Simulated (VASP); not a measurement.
# F (Pm-3m) in VASP: further runs

Runs on F. Level: PBE. Tasks: single point, relaxation of cell and atoms.

Everything below comes from runs of VASP 6.6.1. Logs are shortened: lines on timing, memory, paths and dates and some standing lists are left out, and cuts for length are marked.

**1. The cell of the first run**

Symmetry: Pm-3m, No. 221, cubic system. The conventional cell has a = 1.656 Å, b = 1.656 Å, c = 1.656 Å, α = 90.00°, β = 90.00°, γ = 90.00°. Within 2.2 Å of F (site symmetry m-3m) lie 6 F at 1.66 Å.

**2. Single point, PBE**

INCAR

```
SYSTEM = F
  PREC = Accurate
  ENCUT = 520
  EDIFF = 1E-7
  ISMEAR = -1
  SIGMA = 0.08
  LREAL = .FALSE.
  LASPH = .TRUE.
  NELM = 100
  ALGO = Normal
  ISIF = 2
  LWAVE = .FALSE.
  LCHARG = .FALSE.
  GGA = PE
  NBANDS = 10
```

KPOINTS

```
regular mesh
0
G
  21 21 21
  0 0 0
```

POSCAR

```
F
1.0
    1.6562401191      0.0000000000      0.0000000000
    0.0000000000      1.6562401191      0.0000000000
    0.0000000000      0.0000000000      1.6562401191
F
1
Direct
    0.0000000000      0.0000000000      0.0000000000
```

Potentials or basis: VASP PAW PBE potentials, release 64 (F).

Started as:

```
cat potpaw_PBE.64/F/POTCAR > POTCAR
mpirun -np 1 vasp_std > vasp.out
```

OUTCAR:

```text
SYSTEM = F
   PREC = Accurate
   ENCUT = 520
   EDIFF = 1E-7
   ISMEAR = -1
   LREAL = .FALSE.
   LASPH = .TRUE.
   NELM = 100
   ISIF = 2
   GGA = PE

 ion  position               nearest neighbor table
   1  0.000  0.000  0.000-

  LATTYP: Found a simple cubic cell.
 ALAT       =     1.6562401191

  Lattice vectors:

 A1 = (   1.6562401191,   0.0000000000,   0.0000000000)
 A2 = (   0.0000000000,   1.6562401191,   0.0000000000)
 A3 = (   0.0000000000,   0.0000000000,   1.6562401191)

Analysis of symmetry for initial positions (statically):
=====================================================================
 Subroutine PRICEL returns:
 Original cell was already a primitive cell.

 Routine SETGRP: Setting up the symmetry group for a
 simple cubic supercell.

 Subroutine GETGRP returns: Found 48 space group operations
 (whereof 48 operations were pure point group operations)
 out of a pool of 48 trial point group operations.

The static configuration has the point symmetry O_h .

Analysis of symmetry for dynamics (positions and initial velocities):
=====================================================================
 Subroutine PRICEL returns:
 Original cell was already a primitive cell.

 Routine SETGRP: Setting up the symmetry group for a
 simple cubic supercell.

 Subroutine GETGRP returns: Found 48 space group operations
 (whereof 48 operations were pure point group operations)
 out of a pool of 48 trial point group operations.

The dynamic configuration has the point symmetry O_h .

 Subroutine INISYM returns: Found 48 space group operations
 (whereof 48 operations are pure point group operations),
 and found     1 'primitive' translations

----------------------------------------------------------------------------------------

                                     Primitive cell

  volume of cell :       4.5433

  direct lattice vectors                    reciprocal lattice vectors
     1.656240119  0.000000000  0.000000000     0.603777187  0.000000000  0.000000000
     0.000000000  1.656240119  0.000000000     0.000000000  0.603777187  0.000000000
     0.000000000  0.000000000  1.656240119     0.000000000  0.000000000  0.603777187

  length of vectors
     1.656240119  1.656240119  1.656240119     0.603777187  0.603777187  0.603777187

  position of ions in fractional coordinates (direct lattice)
     0.000000000  0.000000000  0.000000000
[... 78 lines left out ...]
   EDIFFG = 0.1E-05   stopping-criterion for IOM
   NSW    =      0    number of steps for IOM
   IBRION =     -1    ionic relax: 0-MD 1-quasi-New 2-CG
   NFREE  =      0    steps in history (QN), initial steepest desc. (CG)
   ISIF   =      2    stress and relaxation
   ISYM   =      2    0-nonsym 1-usesym 2-fastsym
   POTIM  = 0.5000    time-step for ionic-motion
   TEBEG  =    0.0;   TEEND  =   0.0 temperature during run
   PSTRESS=    0.0 pullay stress
   NELECT =       7.0000    total number of electrons
   NUPDOWN=      -1.0000    fix difference up-down
   EMIN   =  10.00;   EMAX   =-10.00  energy-range for DOS
   EFERMI =   0.00;   METHOD = LEGACY
   ISMEAR =    -1;   SIGMA  =   0.08  broadening in eV -4-tet -1-fermi 0-gaus
   EFERMI_NEDOS =   21; number of points for ismear=-14 and -15
   IALGO  =     38    algorithm
   IMIX   =      4    mixing-type and parameters
     AMIX     =   0.40;   BMIX     =  1.00
     AMIX_MAG =   1.60;   BMIX_MAG =  1.00
  volume/ion in A,a.u.               =       4.54        30.66
  Fermi-wavevector in a.u.,A,eV,Ry     =   1.890823  3.573137 48.643707  3.575212
  Thomas-Fermi vector in A             =   2.932104
   LORBIT       =      0    0 simple, 1 ext, 2 COOP (PROOUT), +10 PAW based schemes
   GGA     = PE    functional components
   LHFCALC =     F    Hartree Fock is set to
   AEXX    =    0.0000 exact exchange contribution
   IVDW    =     0    specifies the selected vdW correction
   LEPSILON=     F    determine dielectric tensor
   LRPA    =     F    only Hartree local field effects (RPA)
 non-spin polarized calculation
  energy-cutoff  :      520.00
  volume of cell :        4.54
 maximum number of plane-waves:       136
   NGX =  7   NGY =  7   NGZ =  7

 number of electron       7.0000010 magnetization

 Free energy of the ion-electron system (eV)
  ---------------------------------------------------
  ext. energy  EPLUGINS =         0.00000000
  ---------------------------------------------------
  free energy    TOTEN  =         2.53948821 eV

  energy without entropy =        2.55256783  energy(sigma->0) =        2.54602802

 E-fermi :   9.9646     XC(G=0): -15.0856

 val. band max:        9.9630464449   @ k =   0.4762   0.0952   0.0476
 cond. band min:       9.9771874212   @ k =   0.3810   0.3810   0.1429
 fundamental gap:      0.0141409763
 Fermi energy:         9.9646391593

 k-point     1 :       0.0000    0.0000    0.0000
  band No.  band energies     occupation
      1     -23.6963      2.00000
      2       9.3771      1.99871
      3       9.3771      1.99871
      4       9.3771      1.99871
      5      30.9575      0.00000
      6      44.0074      0.00000
      7      44.0074      0.00000
      8      70.2393      0.00000
      9      70.2393      0.00000
     10      70.2393      0.00000
[... 287 lines left out ...]
 k-point    24 :       0.1905    0.0952    0.0000
  band No.  band energies     occupation
      1     -22.0118      2.00000
      2       4.6176      2.00000
      3       8.5173      2.00000
      4      10.0040      0.75871
      5      32.8864      0.00000
      6      46.2754      0.00000
      7      47.1326      0.00000
      8      63.9559      0.00000
      9      66.4673      0.00000
     10      72.1891      0.00000

 [... further k-points ...]

------------------------ aborting loop because EDIFF is reached ----------------------------------------

  FORCE on cell =-STRESS in cart. coord.  units (eV):
  Direction    XX          YY          ZZ          XY          YZ          ZX
  --------------------------------------------------------------------------------------
  -------------------------------------------------------------------------------------
  Total       12.1463814     12.1463814     12.1463814     -0.0000000      0.0000000      0.0000000
  in kB     4283.3897740   4283.3897740   4283.3897740     -0.0000000      0.0000000      0.0000000
  external PRESSURE =    4283.3897740 kB  Pullay stress =       0.0000000 kB

 VOLUME and BASIS-vectors are now :
 -----------------------------------------------------------------------------
  energy-cutoff  :      520.00
  volume of cell :        4.54
      direct lattice vectors                 reciprocal lattice vectors
     1.656240119  0.000000000  0.000000000     0.603777187  0.000000000  0.000000000
     0.000000000  1.656240119  0.000000000     0.000000000  0.603777187  0.000000000
     0.000000000  0.000000000  1.656240119     0.000000000  0.000000000  0.603777187

 POSITION                                       TOTAL-FORCE (eV/Angst)
 -----------------------------------------------------------------------------------
      0.00000      0.00000      0.00000         0.000000      0.000000      0.000000
 -----------------------------------------------------------------------------------
    total drift:                               -0.000000     -0.000000     -0.000000

  FREE ENERGIE OF THE ION-ELECTRON SYSTEM (eV)
  ---------------------------------------------------
  free  energy   TOTEN  =         2.5394882086 eV

  energy  without entropy=        2.5525678278  energy(sigma->0) =        2.54602802
```

OSZICAR:

```text
N       E                     dE             d eps       ncg     rms          rms(c)
DAV:   1     0.181156619917E+02    0.18116E+02   -0.43390E+03  6506   0.681E+02
DAV:   2     0.247228079143E+01   -0.15643E+02   -0.14804E+02  6394   0.133E+02
DAV:   3     0.235940963289E+01   -0.11287E+00   -0.11228E+00  6604   0.867E+00
DAV:   4     0.235938182107E+01   -0.27812E-04   -0.27812E-04  6214   0.173E-01
DAV:   5     0.235938181105E+01   -0.10014E-07   -0.93472E-08  6328   0.282E-03    0.315E+00
DAV:   6     0.252052716752E+01    0.16115E+00   -0.27767E-01  5846   0.489E+00    0.121E+00
DAV:   7     0.254046094256E+01    0.19934E-01   -0.91313E-02  5940   0.291E+00    0.286E-01
DAV:   8     0.253949385464E+01   -0.96709E-03   -0.11523E-03  5940   0.335E-01    0.165E-02
DAV:   9     0.253948964316E+01   -0.42115E-05   -0.41533E-06  6650   0.227E-02    0.115E-02
DAV:  10     0.253948824188E+01   -0.14013E-05   -0.20734E-06  6066   0.145E-02    0.104E-03
DAV:  11     0.253948820859E+01   -0.33292E-07   -0.69455E-08  5948   0.233E-03
   1 F= 0.25394882E+01 E0= 0.25460280E+01  d E =-.130796E-01
```

stdout:

```text
POSCAR found type information on POSCAR F
 POSCAR found :  1 types and       1 ions
 scaLAPACK will be used
 LDA part: xc-table for (Slater+PW92), standard interpolation
 POSCAR, INCAR and KPOINTS ok, starting setup
 FFT: planning ... GRIDC
 FFT: planning ... GRID_SOFT
 FFT: planning ... GRID
 WAVECAR not read
 entering main loop
```

Wall time 16 s (1 thread of AMD EPYC 7R13, shared host); peak memory 0.08 GiB.

Results:

```yaml
Free_energy: 2.5395 eV
Pressure: 428.3 GPa
Band_gap_on_the_k_mesh: zero (an odd number of electrons rules out a gap without spin polarisation)
```

Caveat: the cell stands under pressure; an odd number of electrons without spin polarisation forces a metal; a magnetic or distorted state may lie lower.

**3. Relaxation of cell and atoms, PBE, target pressure 430 GPa, at which the enthalpy is minimised**

This run uses another cell than the first one, of 4.25 Å³/atom.

INCAR

```
ALGO = Normal
EDIFF = 1E-6
EDIFFG = -0.005
ENCUT = 600
GGA = PE
IBRION = 2
ISIF = 3
ISMEAR = -1
LASPH = True
LCHARG = False
LREAL = False
LWAVE = False
NELM = 80
NSW = 60
PREC = Accurate
PSTRESS = 4300.0
SIGMA = 0.08
```

KPOINTS

```
k-points
0
Gamma
  21 21 21
```

POSCAR

```
F
1.0
    1.6201517030      0.0000000000      0.0000000000
    0.0000000000      1.6201517030      0.0000000000
    0.0000000000      0.0000000000      1.6201517030
F
1
Direct
    0.0000000000      0.0000000000      0.0000000000
```

Potentials or basis: VASP PAW PBE potentials, release 64 (F).

Started as:

```
cat potpaw_PBE.64/F/POTCAR > POTCAR
mpirun -np 1 vasp_std > vasp.out
```

OUTCAR:

```text
EDIFF = 1E-6
   EDIFFG = -0.005
   ENCUT = 600
   GGA = PE
   IBRION = 2
   ISIF = 3
   ISMEAR = -1
   LASPH = True
   LREAL = False
   NELM = 80
   NSW = 60
   PREC = Accurate
   PSTRESS = 4300.0

 ion  position               nearest neighbor table
   1  0.000  0.000  0.000-

  LATTYP: Found a simple cubic cell.
 ALAT       =     1.6201517030

  Lattice vectors:

 A1 = (   1.6201517030,   0.0000000000,   0.0000000000)
 A2 = (   0.0000000000,   1.6201517030,   0.0000000000)
 A3 = (   0.0000000000,   0.0000000000,   1.6201517030)

Analysis of symmetry for initial positions (statically):
=====================================================================
 Subroutine PRICEL returns:
 Original cell was already a primitive cell.
[... 184 lines left out ...]
      5      33.6132      0.00000
      6      45.9702      0.00000
      7      45.9702      0.00000
[... 336 lines left out ...]
  energy  without entropy=        2.4143551946  energy(sigma->0) =        2.40771325

  enthalpy is  TOTEN    =        14.7357740360 eV   P V=       12.3347027329

[... ionic steps 4 to 14 ...]

--------------------------------------- Ionic step       15  -------------------------------------------

 number of electron       7.0000012 magnetization

------------------------ aborting loop because EDIFF is reached ----------------------------------------
[... 69 lines left out ...]
--------------------------------------- Ionic step       17  -------------------------------------------

 number of electron       7.0000012 magnetization

 Free energy of the ion-electron system (eV)
  ---------------------------------------------------
  ext. energy  EPLUGINS =         0.00000000
  ---------------------------------------------------
  free energy    TOTEN  =         2.54811948 eV

  energy without entropy =        2.56118542  energy(sigma->0) =        2.55465245

 E-fermi :   9.9804     XC(G=0): -15.0908

 val. band max:        9.9783401606   @ k =   0.4762   0.0952   0.0476
 cond. band min:       9.9934168059   @ k =   0.3810   0.3810   0.1429
 fundamental gap:      0.0150766453
 Fermi energy:         9.9803535272

 k-point     1 :       0.0000    0.0000    0.0000
  band No.  band energies     occupation
      1     -23.6966      2.00000
      2       9.3922      1.99872
      3       9.3922      1.99872
      4       9.3922      1.99872
      5      30.9844      0.00000
      6      44.0243      0.00000
      7      44.0243      0.00000
[... 262 lines left out ...]
  energy  without entropy=        2.5611854206  energy(sigma->0) =        2.55465245

  enthalpy is  TOTEN    =        14.7325684097 eV   P V=       12.1844489347

 reached required accuracy - stopping structural energy minimisation
```

OSZICAR:

```text
N       E                     dE             d eps       ncg     rms          rms(c)
DAV:   1     0.142469440688E+02    0.14247E+02   -0.50108E+03  4445   0.109E+03
DAV:   2     0.319428622008E+01   -0.11053E+02   -0.10446E+02  4774   0.137E+02
DAV:   3     0.317921693123E+01   -0.15069E-01   -0.15068E-01  4480   0.590E+00
[... 83 lines left out ...]
DAV:   2     0.254703203730E+01    0.39255E-05   -0.69500E-06  4004   0.320E-02    0.703E-03
DAV:   3     0.254703277009E+01    0.73278E-06   -0.23543E-06  2002   0.184E-02
  16 F= 0.14732569E+02 E0= 0.14739102E+02  d E =-.705883E-05
       N       E                     dE             d eps       ncg     rms          rms(c)
DAV:   1     0.254811921044E+01    0.10872E-02   -0.92634E-06  4004   0.412E-02    0.446E-03
DAV:   2     0.254811947501E+01    0.26457E-06   -0.44577E-07  2002   0.820E-03
  17 F= 0.14732568E+02 E0= 0.14739101E+02  d E =-.729997E-05
```

CONTCAR:

```text
F
   1.00000000000000
     1.6558309895266583    0.0000000000000000   -0.0000000000000001
     0.0000000000000000    1.6558309895266583   -0.0000000000000000
    -0.0000000000000000   -0.0000000000000000    1.6558309895266583
  F
     1
Direct
     0.0000000000000000    0.0000000000000000    0.0000000000000000

  0.00000000E+00  0.00000000E+00  0.00000000E+00
```

Run time: 62 s. Hardware: 1 thread of AMD EPYC 7R13, shared host; peak memory 0.08 GiB.

Results:

```
Free energy                                                : 2.5481 eV
Relaxed volume                                             : 4.54 Å³/atom
Relaxed cell                                               : a = 1.656 Å, b = 1.656 Å, c = 1.656 Å, α = 90.00°, β = 90.00°, γ = 90.00°
Space group after relaxing (to 0.1 Å)                      : Pm-3m (No. 221)
Energy change on relaxing (the run minimises the enthalpy) : -863.8 meV/atom
Ionic steps                                                : 17
Pressure after relaxing                                    : 429.9 GPa
Band gap on the k mesh                                     : zero (an odd number of electrons rules out a gap without spin polarisation)
```

Step by step:
```
step  energy change (eV)  largest force (eV/Å)  pressure (GPa)  volume (Å³)
   1              0.0000                0.0000          538.50         4.25
   2             -3.4740                0.0000          115.50         6.28
   3             -1.0108                0.0000          411.85         4.60
   4             -0.8699                0.0000          429.20         4.54
   5             -0.8540                0.0000          431.16         4.54
   6             -0.8546                0.0000          431.15         4.54
   7             -0.8562                0.0000          431.05         4.54
   8             -0.8562                0.0000          430.89         4.54
   9             -0.8563                0.0000          430.89         4.54
  10             -0.8563                0.0000          430.88         4.54
  11             -0.8565                0.0000          430.87         4.54
  12             -0.8568                0.0000          430.85         4.54
  13             -0.8573                0.0000          430.81         4.54
  14             -0.8584                0.0000          430.73         4.54
  15             -0.8605                0.0000          430.57         4.54
  16             -0.8649                0.0000          429.81         4.54
  17             -0.8638                0.0000          429.85         4.54
```

Final structure:
```
F
1.0
     1.65583    0.00000    0.00000
     0.00000    1.65583    0.00000
     0.00000    0.00000    1.65583
F
1
Direct
  0.00000 0.00000 0.00000
```

Caveat: the cell is relaxed towards a set pressure, so the run minimises the enthalpy, not the energy; an odd number of electrons without spin polarisation forces a metal; a magnetic or distorted state may lie lower.
